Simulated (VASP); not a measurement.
# Ge in VASP: further runs, part 2 of 3

VASP 6.6.1. Earlier steps stand in the parts before.

## Step 3: Single point, PBE

The input, INCAR:

```
ALGO = Normal ; DIPOL = 0.5 0.5 0.500
EDIFF = 1E-7 ; ENCUT = 520
GGA = PE ; IDIPOL = 3
ISIF = 2 ; ISMEAR = 0
LASPH = T ; LCHARG = F
LDIPOL = T ; LREAL = F
LWAVE = F ; NBANDS = 21
NELM = 100 ; PREC = Accurate
SIGMA = 0.1
```

The input, KPOINTS:

```
k-points
0
Gamma
  12 12 1
```

The input, POSCAR:

```
Ge
1.0
    4.2460000000      0.0000000000      0.0000000000
   -2.1230000000      3.6771438645      0.0000000000
    0.0000000000      0.0000000000     28.0000000000
Ge
2
Direct
    0.3333333333      0.6666666667      0.5103928571
    0.6666666667      0.3333333333      0.4896071429
```

Potentials or basis: VASP PAW PBE potentials, release 64 (Ge_d).

Launch:

```console
$ cat potpaw_PBE.64/Ge_d/POTCAR > POTCAR
$ mpirun -np 1 vasp_std > vasp.out
```

OUTCAR:

```text
EDIFF = 1E-7
   ENCUT = 520
   GGA = PE
   ISIF = 2
   ISMEAR = 0
   LASPH = T
   LREAL = F
   NELM = 100
   PREC = Accurate

 ion  position               nearest neighbor table
   1  0.333  0.667  0.510-   2 2.52   2 2.52   2 2.52
   2  0.667  0.333  0.490-   1 2.52   1 2.52   1 2.52

  LATTYP: Found a hexagonal cell.
 ALAT       =     4.2460000000
 C/A-ratio  =     6.5944418276

  Lattice vectors:

 A1 = (   4.2460000000,   0.0000000000,   0.0000000000)
 A2 = (  -2.1230000000,   3.6771438645,   0.0000000000)
 A3 = (   0.0000000000,   0.0000000000,  28.0000000000)

Analysis of symmetry for initial positions (statically):
=====================================================================
 Subroutine PRICEL returns:
 Original cell was already a primitive cell.

 Routine SETGRP: Setting up the symmetry group for a
 hexagonal supercell.

 Subroutine GETGRP returns: Found 12 space group operations
 (whereof 12 operations were pure point group operations)
 out of a pool of 24 trial point group operations.

The static configuration has the point symmetry D_3d.

Analysis of symmetry for dynamics (positions and initial velocities):
=====================================================================
 Subroutine PRICEL returns:
 Original cell was already a primitive cell.

 Routine SETGRP: Setting up the symmetry group for a
 hexagonal supercell.

 Subroutine GETGRP returns: Found 12 space group operations
 (whereof 12 operations were pure point group operations)
 out of a pool of 24 trial point group operations.

The dynamic configuration has the point symmetry D_3d.

 Subroutine INISYM returns: Found 12 space group operations
 (whereof 12 operations are pure point group operations),
 and found     1 'primitive' translations

----------------------------------------------------------------------------------------

                                     Primitive cell

  volume of cell :     437.1683

  direct lattice vectors                    reciprocal lattice vectors
     4.246000000  0.000000000  0.000000000     0.235515780  0.135975099  0.000000000
    -2.123000000  3.677143865  0.000000000     0.000000000  0.271950197  0.000000000
     0.000000000  0.000000000 28.000000000     0.000000000  0.000000000  0.035714286

  length of vectors
     4.246000000  4.246000000 28.000000000     0.271950197  0.271950197  0.035714286

  position of ions in fractional coordinates (direct lattice)
     0.333333333  0.666666667  0.510392857
     0.666666667  0.333333333  0.489607143

  ion indices of the primitive-cell ions
   primitive index   ion index
                 1           1
                 2           2

----------------------------------------------------------------------------------------

 KPOINTS: k-points

Automatic generation of k-mesh.
 Grid dimensions read from file:
 generate k-points for:   12   12    1

 Generating k-lattice:

  Cartesian coordinates                     Fractional coordinates (reciprocal lattice)
     0.019626315  0.011331258  0.000000000     0.083333333 -0.000000000  0.000000000
     0.000000000  0.022662516  0.000000000     0.000000000  0.083333333  0.000000000
     0.000000000  0.000000000  0.035714286     0.000000000  0.000000000  1.000000000

  Length of vectors
     0.022662516  0.022662516  0.035714286

  Shift w.r.t. Gamma in fractional coordinates (k-lattice)
     0.000000000  0.000000000  0.000000000

 Subroutine IBZKPT returns following result:
 ===========================================

 Found     19 irreducible k-points:

 Following reciprocal coordinates:
            Coordinates               Weight
  0.000000  0.000000  0.000000      1.000000
  0.083333 -0.000000  0.000000      6.000000
  0.166667 -0.000000  0.000000      6.000000
  0.250000 -0.000000  0.000000      6.000000
  0.333333 -0.000000  0.000000      6.000000
  0.416667 -0.000000  0.000000      6.000000
[... 11 lines left out ...]
  0.333333  0.250000  0.000000     12.000000
  0.333333  0.333333  0.000000      2.000000
   k-points           NKPTS =     19   k-points in BZ     NKDIM =     19   number of bands    NBANDS=     21
   number of dos      NEDOS =    301   number of ions     NIONS =      2
   total plane-waves  NPLWV = 215040
   dimension x,y,z NGX =    32 NGY =   32 NGZ =  210
   dimension x,y,z NGXF=    64 NGYF=   64 NGZF=  420
   ions per type =               2
   NGX,Y,Z   is equivalent  to a cutoff of  12.53, 12.53, 12.47 a.u.
   NGXF,Y,Z  is equivalent  to a cutoff of  25.06, 25.06, 24.94 a.u.
 SYSTEM =  unknown system
   PREC   = accura    normal or accurate (medium, high low for compatibility)
   ISTART =      0    job   : 0-new  1-cont  2-samecut
   ICHARG =      2    charge: 1-file 2-atom 10-const
   ISPIN  =      1    spin polarized calculation?
   LNONCOLLINEAR =      F non collinear calculations
   LSORBIT =      F    spin-orbit coupling
   LASPH  =      T    aspherical Exc in radial PAW
   ENCUT  =  520.0 eV  38.22 Ry    6.18 a.u.   7.89  7.89 52.06*2*pi/ulx,y,z
   NELM   =    100;   NELMIN=  2; NELMDL= -5     # of ELM steps
   EDIFF  = 0.1E-06   stopping-criterion for ELM
   LREAL  =      F    real-space projection
   EDIFFG = 0.1E-05   stopping-criterion for IOM
   NSW    =      0    number of steps for IOM
   IBRION =     -1    ionic relax: 0-MD 1-quasi-New 2-CG
   NFREE  =      0    steps in history (QN), initial steepest desc. (CG)
   ISIF   =      2    stress and relaxation
   ISYM   =      2    0-nonsym 1-usesym 2-fastsym
   POTIM  = 0.5000    time-step for ionic-motion
   TEBEG  =    0.0;   TEEND  =   0.0 temperature during run
   PSTRESS=    0.0 pullay stress
   NELECT =      28.0000    total number of electrons
   NUPDOWN=      -1.0000    fix difference up-down
   EMIN   =  10.00;   EMAX   =-10.00  energy-range for DOS
   EFERMI =   0.00;   METHOD = LEGACY
   ISMEAR =     0;   SIGMA  =   0.10  broadening in eV -4-tet -1-fermi 0-gaus
   EFERMI_NEDOS =   21; number of points for ismear=-14 and -15
   IALGO  =     38    algorithm
   IMIX   =      4    mixing-type and parameters
     AMIX     =   0.40;   BMIX     =  1.00
     AMIX_MAG =   1.60;   BMIX_MAG =  1.00
  volume/ion in A,a.u.               =     218.58      1475.08
  Fermi-wavevector in a.u.,A,eV,Ry     =   0.655005  1.237780  5.837329  0.429032
  Thomas-Fermi vector in A             =   1.725743
   LORBIT       =      0    0 simple, 1 ext, 2 COOP (PROOUT), +10 PAW based schemes
   GGA     = PE    functional components
   LHFCALC =     F    Hartree Fock is set to
   AEXX    =    0.0000 exact exchange contribution
   IVDW    =     0    specifies the selected vdW correction
   LEPSILON=     F    determine dielectric tensor
   LRPA    =     F    only Hartree local field effects (RPA)
 non-spin polarized calculation
 Gauss-broadening in eV      SIGMA  =   0.10
  energy-cutoff  :      520.00
  volume of cell :      437.17
 maximum number of plane-waves:     11808
 NGX is ok and might be reduce to    32
   NGX = 15   NGY = 15   NGZ =105

 number of electron      27.9999990 magnetization

 dipolmoment           0.000000      0.000000     -0.000000 electrons x Angstroem

 Free energy of the ion-electron system (eV)
  ---------------------------------------------------
  ext. energy  EPLUGINS =         0.00000000
  ---------------------------------------------------
  free energy    TOTEN  =        -7.95903973 eV

  energy without entropy =       -7.95779124  energy(sigma->0) =       -7.95841549

 E-fermi :  -3.5275     XC(G=0):  -1.5723

 val. band max:       -3.9503699632   @ k =   0.3333   0.2500   0.0000
 cond. band min:      -3.4798096324   @ k =   0.3333   0.3333   0.0000
 fundamental gap:      0.4705603308
 Fermi energy:        -3.5275051798

 k-point     1 :       0.0000    0.0000    0.0000
  band No.  band energies     occupation
      1     -28.1963      2.00000
      2     -28.1963      2.00000
      3     -28.1928      2.00000
      4     -28.1736      2.00000
      5     -28.1736      2.00000
      6     -28.1091      2.00000
[... 13 lines left out ...]
     20       0.9583      0.00000
     21       1.2491      0.00000
[... 409 lines left out ...]
 k-point    19 :       0.3333    0.3333    0.0000
  band No.  band energies     occupation
      1     -28.2441      2.00000
      2     -28.2174      2.00000
      3     -28.2174      2.00000
      4     -28.1561      2.00000
      5     -28.1043      2.00000
      6     -28.1043      2.00000
[... 13 lines left out ...]
     20       3.1146      0.00000
     21       3.1146      0.00000

------------------------ aborting loop because EDIFF is reached ----------------------------------------

 vacuum level on the upper side and lower side of the slab       (xc-potential included)        -0.007        -0.007

  FORCE on cell =-STRESS in cart. coord.  units (eV):
  Direction    XX          YY          ZZ          XY          YZ          ZX
  --------------------------------------------------------------------------------------
  -------------------------------------------------------------------------------------
  Total       -2.2642157     -2.2642157      0.0705747      0.0000000      0.0000000     -0.0000000
  in kB       -8.2981207     -8.2981207      0.2586490      0.0000000      0.0000000     -0.0000000
  external PRESSURE =      -5.4458641 kB  Pullay stress =       0.0000000 kB

 VOLUME and BASIS-vectors are now :
 -----------------------------------------------------------------------------
  energy-cutoff  :      520.00
  volume of cell :      437.17
      direct lattice vectors                 reciprocal lattice vectors
     4.246000000  0.000000000  0.000000000     0.235515780  0.135975099  0.000000000
    -2.123000000  3.677143865  0.000000000     0.000000000  0.271950197  0.000000000
     0.000000000  0.000000000 28.000000000     0.000000000  0.000000000  0.035714286

 POSITION                                       TOTAL-FORCE (eV/Angst)
 -----------------------------------------------------------------------------------
     -0.00000      2.45143     14.29100        -0.000000      0.000000      0.143173
      2.12300      1.22571     13.70900         0.000000      0.000000     -0.143173
 -----------------------------------------------------------------------------------
    total drift:                               -0.000000      0.000000     -0.000000

  FREE ENERGIE OF THE ION-ELECTRON SYSTEM (eV)
  ---------------------------------------------------
  free  energy   TOTEN  =        -7.9590397266 eV

  energy  without entropy=       -7.9577912445  energy(sigma->0) =       -7.95841549

 vacuum level on the upper side and lower side of the slab         0.974         0.974
```

OSZICAR:

```text
N       E                     dE             d eps       ncg     rms          rms(c)
DAV:   1     0.149779321423E+03    0.14978E+03   -0.13550E+04   958   0.122E+03
DAV:   2     0.760642755733E+01   -0.14217E+03   -0.13860E+03  1123   0.242E+02
DAV:   3    -0.734193924696E+01   -0.14948E+02   -0.14897E+02  1025   0.100E+02
DAV:   4    -0.801684883154E+01   -0.67491E+00   -0.67431E+00  1000   0.254E+01
[... 13 lines left out ...]
DAV:  18    -0.795903191250E+01   -0.71187E-05   -0.17228E-07   843   0.374E-03    0.242E-04
DAV:  19    -0.795903772456E+01   -0.58121E-05   -0.15236E-07   746   0.103E-03    0.114E-04
DAV:  20    -0.795903918646E+01   -0.14619E-05   -0.23301E-08   806   0.854E-04    0.129E-04
DAV:  21    -0.795903964894E+01   -0.46247E-06   -0.42003E-09   683   0.809E-04    0.517E-05
DAV:  22    -0.795903972656E+01   -0.77620E-07   -0.24147E-10   629   0.471E-04
   1 F= -.79590397E+01 E0= -.79584155E+01  d E =-.124848E-02
```

It took 3 min on 1 thread of Intel Xeon Platinum 8488C (Sapphire Rapids), shared host; peak memory 0.55 GiB.

What came out:

```yaml
Free_energy: -7.9590 eV
Largest_force: 0.143 eV/Å
Band_gap_on_the_k_mesh: zero (band 14 reaches -3.48 eV, above the bottom of band 15 at -4.16 eV)
```

Forces on the atoms (eV/Å):
```
Ge   0.000  0.000  0.143
Ge   0.000  0.000 -0.143
```

(Continued in part 3 of 3.)
